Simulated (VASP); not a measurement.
Input of a VASP 6.6.1 run:

The input INCAR:

```
SYSTEM = GaN
PREC = Accurate ; ENCUT = 520
EDIFF = 1E-6 ; ISMEAR = -1
SIGMA = 0.02 ; LREAL = .False.
LASPH = .True. ; NELM = 100
ALGO = Normal ; ISIF = 2
LWAVE = .False. ; LCHARG = .False.
GGA = PE ; NBANDS = 16
```

KPOINTS

```
Automatic mesh
0
Gamma
  13 13 13
  0 0 0
```

File POSCAR:

```
GaN
1.0
    0.0000000000      1.9925000000      2.0522750000
    1.9925000000      0.0000000000      2.0522750000
    1.9925000000      1.9925000000      0.0000000000
Ga N
1 1
Direct
    0.5000000000      0.5000000000      0.5000000000
    0.0000000000      0.0000000000      0.0000000000
```

Potentials or basis: VASP PAW PBE potentials, release 64 (Ga_d, N).

Run with:

```sh
$ cat potpaw_PBE.64/Ga_d/POTCAR potpaw_PBE.64/N/POTCAR > POTCAR
$ mpirun -np 1 vasp_std > vasp.out
```

(1) What does it give for the pressure?

(2) Estimate the band gap on the k mesh.

Results:

(1) 57.0 GPa.

(2) 1.51 eV (least direct gap 4.60 eV).

Caveat: the cell differs from its parent crystal (z stretched by +3 %, then relaxed in part); the cell stands under pressure; an odd mesh through Γ misses points on the zone boundary, where band edges can lie.
